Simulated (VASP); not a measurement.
# MgO (Fm-3m) in VASP: notebook

The runs below take MgO through single point, with BLYP, PBE.

Program: VASP 6.6.1. These are calculated values, not measurements. Logs are shortened: lines on timing, memory, paths and dates and some standing lists are left out, and cuts for length are marked.

**1. The cell of the first run**

Symmetry: Fm-3m, No. 225, cubic system. The conventional cell has a = 4.194 Å, b = 4.194 Å, c = 4.194 Å, α = 90.00°, β = 90.00°, γ = 90.00°. Within 2.8 Å of Mg (site symmetry m-3m) lie 6 O at 2.10 Å. Within 2.8 Å of O (site symmetry m-3m) lie 6 Mg at 2.10 Å.

**2. Single point, BLYP**

INCAR reads:

```
PREC     = Accurate       # precision mode
ENCUT    = 520            # plane-wave cutoff, eV
EDIFF    = 1E-6           # SCF threshold, eV
ISMEAR   = -1             # smearing method
SIGMA    = 0.05           # smearing width, eV
LREAL    = F              # projectors in reciprocal space
LASPH    = T              # aspherical terms in the spheres
NELM     = 100            # most SCF steps
ALGO     = Normal         # electronic algorithm
ISIF     = 2              # what is computed and relaxed
LWAVE    = F              # write WAVECAR
LCHARG   = F              # write CHGCAR
GGA      = B5             # functional
ALDAX    = 1.0          
AGGAX    = 1.0          
AGGAC    = 1.0          
ALDAC    = 0.0          
NBANDS   = 11             # bands
```

KPOINTS reads:

```
Automatic mesh
0
Gamma
  11 11 11
```

POSCAR reads:

```
MgO
1.0
    0.0000000000      2.0970013927      2.0970013927
    2.0970013927      0.0000000000      2.0970013927
    2.0970013927      2.0970013927      0.0000000000
Mg O
1 1
Direct
    0.0000000000      0.0000000000      0.0000000000
    0.5000000000      0.5000000000      0.5000000000
```

Potentials or basis: VASP PAW PBE potentials, release 64 (Mg, O).

Run with:

```sh
cat potpaw_PBE.64/Mg/POTCAR potpaw_PBE.64/O/POTCAR > POTCAR
mpirun -np 1 vasp_std > vasp.out
```

OUTCAR:

```text
PREC = Accurate
   ENCUT = 520
   EDIFF = 1E-6
   ISMEAR = -1
   LREAL = F
   LASPH = T
   NELM = 100
   ISIF = 2
   GGA = B5

 ion  position               nearest neighbor table
   1  0.000  0.000  0.000-   2 2.10   2 2.10   2 2.10   2 2.10   2 2.10   2 2.10
   2  0.500  0.500  0.500-   1 2.10   1 2.10   1 2.10   1 2.10   1 2.10   1 2.10

  LATTYP: Found a face centered cubic cell.
 ALAT       =     4.1940027854

  Lattice vectors:

 A1 = (   0.0000000000,   2.0970013927,   2.0970013927)
 A2 = (   2.0970013927,   0.0000000000,   2.0970013927)
 A3 = (   2.0970013927,   2.0970013927,   0.0000000000)

Analysis of symmetry for initial positions (statically):
=====================================================================
 Subroutine PRICEL returns:
 Original cell was already a primitive cell.

 Routine SETGRP: Setting up the symmetry group for a
 face centered cubic supercell.

 Subroutine GETGRP returns: Found 48 space group operations
 (whereof 48 operations were pure point group operations)
 out of a pool of 48 trial point group operations.

The static configuration has the point symmetry O_h .

Analysis of symmetry for dynamics (positions and initial velocities):
=====================================================================
 Subroutine PRICEL returns:
 Original cell was already a primitive cell.

 Routine SETGRP: Setting up the symmetry group for a
 face centered cubic supercell.

 Subroutine GETGRP returns: Found 48 space group operations
 (whereof 48 operations were pure point group operations)
 out of a pool of 48 trial point group operations.

The dynamic configuration has the point symmetry O_h .

 Subroutine INISYM returns: Found 48 space group operations
 (whereof 48 operations are pure point group operations),
 and found     1 'primitive' translations

----------------------------------------------------------------------------------------

                                     Primitive cell

  volume of cell :      18.4428

  direct lattice vectors                    reciprocal lattice vectors
     0.000000000  2.097001393  2.097001393    -0.238435702  0.238435702  0.238435702
     2.097001393  0.000000000  2.097001393     0.238435702 -0.238435702  0.238435702
     2.097001393  2.097001393  0.000000000     0.238435702  0.238435702 -0.238435702

  length of vectors
     2.965607810  2.965607810  2.965607810     0.412982751  0.412982751  0.412982751

  position of ions in fractional coordinates (direct lattice)
[... 86 lines left out ...]
   ISYM   =      2    0-nonsym 1-usesym 2-fastsym
   POTIM  = 0.5000    time-step for ionic-motion
   TEBEG  =    0.0;   TEEND  =   0.0 temperature during run
   PSTRESS=    0.0 pullay stress
   NELECT =       8.0000    total number of electrons
   NUPDOWN=      -1.0000    fix difference up-down
   EMIN   =  10.00;   EMAX   =-10.00  energy-range for DOS
   EFERMI =   0.00;   METHOD = LEGACY
   ISMEAR =    -1;   SIGMA  =   0.05  broadening in eV -4-tet -1-fermi 0-gaus
   EFERMI_NEDOS =   21; number of points for ismear=-14 and -15
   IALGO  =     38    algorithm
   IMIX   =      4    mixing-type and parameters
     AMIX     =   0.40;   BMIX     =  1.00
     AMIX_MAG =   1.60;   BMIX_MAG =  1.00
  volume/ion in A,a.u.               =       9.22        62.23
  Fermi-wavevector in a.u.,A,eV,Ry     =   1.239261  2.341864 20.895389  1.535768
  Thomas-Fermi vector in A             =   2.373752
   LORBIT       =      0    0 simple, 1 ext, 2 COOP (PROOUT), +10 PAW based schemes
   GGA     = B5    functional components
   LHFCALC =     F    Hartree Fock is set to
   AEXX    =    0.0000 exact exchange contribution
   IVDW    =     0    specifies the selected vdW correction
   LEPSILON=     F    determine dielectric tensor
   LRPA    =     F    only Hartree local field effects (RPA)
 non-spin polarized calculation
  energy-cutoff  :      520.00
  volume of cell :       18.44
 maximum number of plane-waves:       531
 NGX is ok and might be reduce to    24
   NGX = 11   NGY = 11   NGZ = 11

 number of electron       8.0000004 magnetization

 Free energy of the ion-electron system (eV)
  ---------------------------------------------------
  ext. energy  EPLUGINS =         0.00000000
  ---------------------------------------------------
  free energy    TOTEN  =       -11.32365590 eV

  energy without entropy =      -11.32365590  energy(sigma->0) =      -11.32365590

 E-fermi :   4.6003     XC(G=0): -10.6495

 val. band max:        3.6024375991   @ k =   0.0000   0.0000   0.0000
 cond. band min:       8.7456812787   @ k =   0.0000   0.0000   0.0000
 fundamental gap:      5.1432436796
 Fermi energy:         4.6002844220

 k-point     1 :       0.0000    0.0000    0.0000
  band No.  band energies     occupation
      1     -13.6060      2.00000
      2       3.6024      2.00000
      3       3.6024      2.00000
      4       3.6024      2.00000
      5       8.7457      0.00000
      6      19.6603      0.00000
      7      19.6603      0.00000
      8      19.6603      0.00000
      9      24.1071      0.00000
     10      25.2481      0.00000
     11      25.2481      0.00000
[... 309 lines left out ...]
 k-point    24 :      -0.1818    0.1818    0.0000
  band No.  band energies     occupation
      1     -12.8116      2.00000
      2       0.7938      2.00000
      3       2.5028      2.00000
      4       3.2249      2.00000
      5      11.9997      0.00000
      6      16.0540      0.00000
      7      19.3212      0.00000
      8      21.8048      0.00000
      9      21.8911      0.00000
     10      25.1431      0.00000
     11      28.5243      0.00000

 [... further k-points ...]

------------------------ aborting loop because EDIFF is reached ----------------------------------------

  FORCE on cell =-STRESS in cart. coord.  units (eV):
  Direction    XX          YY          ZZ          XY          YZ          ZX
  --------------------------------------------------------------------------------------
  -------------------------------------------------------------------------------------
  Total        1.0039984      1.0039984      1.0039984     -0.0000000     -0.0000000      0.0000000
  in kB       87.2202769     87.2202769     87.2202769     -0.0000000     -0.0000000      0.0000000
  external PRESSURE =      87.2202769 kB  Pullay stress =       0.0000000 kB

 VOLUME and BASIS-vectors are now :
 -----------------------------------------------------------------------------
  energy-cutoff  :      520.00
  volume of cell :       18.44
      direct lattice vectors                 reciprocal lattice vectors
     0.000000000  2.097001393  2.097001393    -0.238435702  0.238435702  0.238435702
     2.097001393  0.000000000  2.097001393     0.238435702 -0.238435702  0.238435702
     2.097001393  2.097001393  0.000000000     0.238435702  0.238435702 -0.238435702

 POSITION                                       TOTAL-FORCE (eV/Angst)
 -----------------------------------------------------------------------------------
      0.00000      0.00000      0.00000        -0.000000     -0.000000      0.000000
      2.09700      2.09700      2.09700         0.000000      0.000000      0.000000
 -----------------------------------------------------------------------------------
    total drift:                               -0.000000     -0.000000      0.000000

  FREE ENERGIE OF THE ION-ELECTRON SYSTEM (eV)
  ---------------------------------------------------
  free  energy   TOTEN  =       -11.3236558965 eV

  energy  without entropy=      -11.3236558964  energy(sigma->0) =      -11.32365590
```

Wall time 28 s (1 thread of Intel Xeon 8259CL, shared host); peak memory 0.14 GiB.

Results:

```
Free energy            : -11.3237 eV
Pressure               : 8.7 GPa
Band gap on the k mesh : 5.14 eV, direct
```

Caveat: the PAW data sets were made with another functional, which shifts forces and pressure a little. As with any semilocal functional, this BLYP gap is likely too small.

**3. Single point, PBE**

INCAR reads:

```
SYSTEM = MgO
PREC = Accurate
ENCUT = 520
EDIFF = 1E-6
ISMEAR = 0
SIGMA = 0.1
LREAL = .FALSE.
LASPH = .TRUE.
NELM = 60
ALGO = Normal
ISIF = 2
LWAVE = .FALSE.
LCHARG = .FALSE.
GGA = PE
NBANDS = 11
```

KPOINTS reads:

```
Automatic mesh
0
G
  11 11 11
  0 0 0
```

POSCAR is that of step 2.

Potentials or basis: VASP PAW PBE potentials, release 64 (Mg, O).

Run with:

```sh
cat potpaw_PBE.64/Mg/POTCAR potpaw_PBE.64/O/POTCAR > POTCAR
mpirun -np 1 vasp_std > vasp.out
```

Wall time 16 s (1 thread of Intel Xeon 8259CL, shared host); peak memory 0.14 GiB.

It converged, with:

| Property | Result |
| --- | --- |
| Free energy | -11.8977 eV |
| Pressure | 6.2 GPa |
| Band gap on the k mesh | 4.85 eV, direct |

Levels at points of the mesh, in eV from the valence-band top:
```
           k point  band 2  band 3  band 4  band 5  band 6  band 7
(0.00, 0.00, 0.00)    0.00    0.00    0.00    4.85   15.87   15.87
```
